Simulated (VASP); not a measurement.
A run of VASP 6.6.1 is set up as follows.

Contents of INCAR:

```
PREC = Accurate
ENCUT = 520
EDIFF = 1E-6
ISMEAR = 0
SIGMA = 0.15
LREAL = False
LASPH = True
NELM = 80
ALGO = Fast
ISIF = 2
LWAVE = False
LCHARG = False
GGA = PE
NBANDS = 10
```

KPOINTS

```
regular mesh
0
Gamma
  10 10 10
```

The input POSCAR:

```
Re
1.0
    0.0000000000      1.8503859563      2.0511528326
    1.8503859563      0.0000000000      2.0511528326
    1.8503859563      1.8503859563      0.0000000000
Re
1
Direct
    0.0000000000      0.0000000000      0.0000000000
```

Potentials or basis: VASP PAW PBE potentials, release 64 (Re).

Run with:

```sh
$ cat potpaw_PBE.64/Re/POTCAR > POTCAR
$ mpirun -np 1 vasp_std > vasp.out
```

Q: Predict the pressure.

A: 29.3 GPa.

Stress tensor (GPa, compression positive):
```
41.32  0.00  0.00
 0.00 41.32  0.00
 0.00  0.00  5.23
```
